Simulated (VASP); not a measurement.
# B2SbP3 (R-3m) in VASP: notebook, part 2 of 2

VASP 6.6.1. The steps go on from the part before.

## Step 3: Relaxation of cell and atoms, PBE

This run uses another cell than the first one, of 16.58 Å³/atom.

INCAR

```
SYSTEM = B2SbP3
ALGO = Normal ; EDIFF = 1E-7
EDIFFG = -0.04 ; ENCUT = 600
GGA = PE ; IBRION = 2
ISIF = 3 ; ISMEAR = 0
LASPH = .True. ; LCHARG = .False.
LREAL = .False. ; LWAVE = .False.
NELM = 60 ; NSW = 90
PREC = Accurate ; SIGMA = 0.1
```

KPOINTS

```
k-points
0
Gamma
  6 6 6
  0 0 0
```

POSCAR

```
B2SbP3
1.0
    2.7296704600      1.5759759700      3.8530043800
   -2.7296704600      1.5759759700      3.8530043800
    0.0000000000     -3.1519519500      3.8530043800
B Sb P
2 1 3
Direct
    0.6289687200      0.6289687200      0.6289687200
    0.3710312800      0.3710312800      0.3710312800
    0.0000000000      0.0000000000      0.0000000000
    0.0000000000      0.0000000000      0.5000000000
    0.5000000000      0.0000000000      0.0000000000
    0.0000000000      0.5000000000      0.0000000000
```

Potentials or basis: VASP PAW PBE potentials, release 64 (B, Sb, P).

Command:

```sh
$ cat potpaw_PBE.64/B/POTCAR potpaw_PBE.64/Sb/POTCAR potpaw_PBE.64/P/POTCAR > POTCAR
$ mpirun -np 1 vasp_std > vasp.out
```

OUTCAR:

```text
SYSTEM = B2SbP3
   EDIFF = 1E-7
   EDIFFG = -0.04
   ENCUT = 600
   GGA = PE
   IBRION = 2
   ISIF = 3
   ISMEAR = 0
   LASPH = .True.
   LREAL = .False.
   NELM = 60
   NSW = 90
   PREC = Accurate

 ion  position               nearest neighbor table
   1  0.629  0.629  0.629-
   2  0.371  0.371  0.371-
   3  0.000  0.000  0.000-   5 2.49   6 2.49   6 2.49   5 2.49   4 2.49   4 2.49
   4  0.000  0.000  0.500-   3 2.49   3 2.49   5 2.73   6 2.73   6 2.73   5 2.73
   5  0.500  0.000  0.000-   3 2.49   3 2.49   4 2.73   4 2.73   6 2.73   6 2.73
   6  0.000  0.500  0.000-   3 2.49   3 2.49   4 2.73   4 2.73   5 2.73   5 2.73

  LATTYP: Found a trigonal (rhomboedric) cell.
 ALAT       =     4.9779959653
 COS(alpha) =     0.3986305596

  Lattice vectors:

 A1 = (   2.7296704600,   1.5759759700,   3.8530043800)
 A2 = (  -2.7296704600,   1.5759759700,   3.8530043800)
 A3 = (   0.0000000000,  -3.1519519500,   3.8530043800)

Analysis of symmetry for initial positions (statically):
=====================================================================
 Subroutine PRICEL returns:
 Original cell was already a primitive cell.

 Routine SETGRP: Setting up the symmetry group for a
 trigonal (rhombohedral) supercell.

 Subroutine GETGRP returns: Found 12 space group operations
 (whereof 12 operations were pure point group operations)
 out of a pool of 12 trial point group operations.

The static configuration has the point symmetry D_3d.

Analysis of symmetry for dynamics (positions and initial velocities):
=====================================================================
 Subroutine PRICEL returns:
 Original cell was already a primitive cell.

 Routine SETGRP: Setting up the symmetry group for a
 trigonal (rhombohedral) supercell.

 Subroutine GETGRP returns: Found 12 space group operations
 (whereof 12 operations were pure point group operations)
 out of a pool of 12 trial point group operations.

The dynamic configuration has the point symmetry D_3d.

 Subroutine INISYM returns: Found 12 space group operations
 (whereof 12 operations are pure point group operations),
[... 142 lines left out ...]

--------------------------------------- Ionic step        1  -------------------------------------------

 number of electron      26.0000000 magnetization

 Free energy of the ion-electron system (eV)
  ---------------------------------------------------
  ext. energy  EPLUGINS =         0.00000000
  ---------------------------------------------------
  free energy    TOTEN  =       -21.88166180 eV

  energy without entropy =      -21.86217676  energy(sigma->0) =      -21.87191928

------------------------ aborting loop because EDIFF is reached ----------------------------------------

  FORCE on cell =-STRESS in cart. coord.  units (eV):
  Direction    XX          YY          ZZ          XY          YZ          ZX
  --------------------------------------------------------------------------------------
  -------------------------------------------------------------------------------------
  Total        1.7764526      1.7764526     10.6755532      0.0000000     -0.0000000      0.0000000
  in kB       28.6189461     28.6189461    171.9849352      0.0000000     -0.0000001      0.0000000
  external PRESSURE =      76.4076091 kB  Pullay stress =       0.0000000 kB
[... 101 lines left out ...]
  FREE ENERGIE OF THE ION-ELECTRON SYSTEM (eV)
  ---------------------------------------------------
  free  energy   TOTEN  =       -22.5473042338 eV

  energy  without entropy=      -22.5254956114  energy(sigma->0) =      -22.53639992

 E-fermi :   6.9854     XC(G=0): -10.0608

 val. band max:        6.9448794598   @ k =   0.3333   0.3333   0.3333
 cond. band min:       7.0036529369   @ k =   0.5000   0.1667   0.1667
 fundamental gap:      0.0587734771
 Fermi energy:         6.9853701872

 k-point     1 :       0.0000    0.0000    0.0000
  band No.  band energies     occupation
      1     -10.4844      2.00000
      2      -4.3575      2.00000
      3      -3.2009      2.00000
      4      -1.9209      2.00000
      5      -0.8600      2.00000
      6      -0.8600      2.00000
[... 459 lines left out ...]
      6       0.2608      2.00000
[... 9 lines left out ...]
     16       8.5766      0.00000
     17       9.3619      0.00000

 [... further k-points ...]

[... ionic steps 4 to 49 ...]

--------------------------------------- Ionic step       50  -------------------------------------------

 number of electron      26.0000002 magnetization

------------------------ aborting loop because EDIFF is reached ----------------------------------------
[... 75 lines left out ...]
--------------------------------------- Ionic step       52  -------------------------------------------

 number of electron      26.0000002 magnetization

 Free energy of the ion-electron system (eV)
  ---------------------------------------------------
  ext. energy  EPLUGINS =         0.00000000
  ---------------------------------------------------
  free energy    TOTEN  =       -26.83007394 eV

  energy without entropy =      -26.81352021  energy(sigma->0) =      -26.82179708

 E-fermi :   6.5912     XC(G=0):  -9.8949

 val. band max:        6.5823891071   @ k =  -0.1667   0.3333   0.1667
 cond. band min:       6.6232411584   @ k =  -0.1667   0.1667   0.0000
 fundamental gap:      0.0408520513
 Fermi energy:         6.5911600333

 k-point     1 :       0.0000    0.0000    0.0000
  band No.  band energies     occupation
      1     -10.5556      2.00000
      2      -4.6065      2.00000
      3      -3.3757      2.00000
      4      -2.0429      2.00000
      5      -1.4077      2.00000
      6      -1.4077      2.00000
[... 504 lines left out ...]
  FREE ENERGIE OF THE ION-ELECTRON SYSTEM (eV)
  ---------------------------------------------------
  free  energy   TOTEN  =       -26.8300739447 eV

  energy  without entropy=      -26.8135202113  energy(sigma->0) =      -26.82179708

 reached required accuracy - stopping structural energy minimisation
```

OSZICAR:

```text
N       E                     dE             d eps       ncg     rms          rms(c)
DAV:   1     0.111695406864E+03    0.11170E+03   -0.11613E+04  1088   0.145E+03
DAV:   2    -0.136676739697E+02   -0.12536E+03   -0.12342E+03  1399   0.212E+02
DAV:   3    -0.218645551799E+02   -0.81969E+01   -0.80106E+01  1479   0.535E+01
[... 602 lines left out ...]
DAV:   4    -0.268300855193E+02    0.98453E-04   -0.15258E-04  1388   0.630E-02    0.187E-02
DAV:   5    -0.268300761684E+02    0.93509E-05   -0.15848E-05  1381   0.218E-02    0.132E-02
DAV:   6    -0.268300741771E+02    0.19914E-05   -0.29617E-06  1329   0.102E-02    0.202E-03
DAV:   7    -0.268300739512E+02    0.22589E-06   -0.77319E-07  1328   0.440E-03    0.166E-03
DAV:   8    -0.268300739447E+02    0.65183E-08   -0.40828E-08   579   0.139E-03
  52 F= -.26830074E+02 E0= -.26821797E+02  d E =-.127375E-02
```

It took 45 min on 1 thread of Intel Xeon Platinum 8488C (Sapphire Rapids), shared host; peak memory 0.3 GiB.

Results:

```yaml
Free_energy: -26.8301 eV
Relaxed_volume: 17.29 Å³/atom
Relaxed_cell: a = 6.603 Å, b = 6.603 Å, c = 6.603 Å, α = 39.26°, β = 39.26°, γ = 39.26°
Space_group_after_relaxing_to_0.1_Å: R-3m (No. 166)
Pressure_after_relaxing: 0.0 GPa
Largest_force_after_relaxing: 0.027 eV/Å
Band_gap_on_the_k_mesh: zero (bands 13 and 14 overlap by 1.46 eV)
```

Forces on the atoms (eV/Å):
```
B    0.000  0.000  0.027
B    0.000  0.000 -0.027
Sb   0.000  0.000  0.000
P    0.000  0.000  0.000
P    0.000  0.000  0.000
P    0.000  0.000  0.000
```

Final structure:
```xyz
6
Lattice="2.2184 1.2808 6.0859 -2.2184 1.2808 6.0859 0.0000 -2.5616 6.0859" Properties=species:S:1:pos:R:3 pbc="T T T"
B     0.0000    0.0000   13.4488
B     0.0000    0.0000    4.8090
Sb    0.0000    0.0000    0.0000
P     0.0000   -1.2808    3.0430
P     1.1092    0.6404    3.0430
P    -1.1092    0.6404    3.0430
```

Caveat: a cell axis changed by over 15 % at a fixed basis, so the end point is rough; spin-orbit coupling is left out, which moves the levels of the heavy elements.

The gap in the log of VASP goes by the Fermi energy; the results here count the filled bands.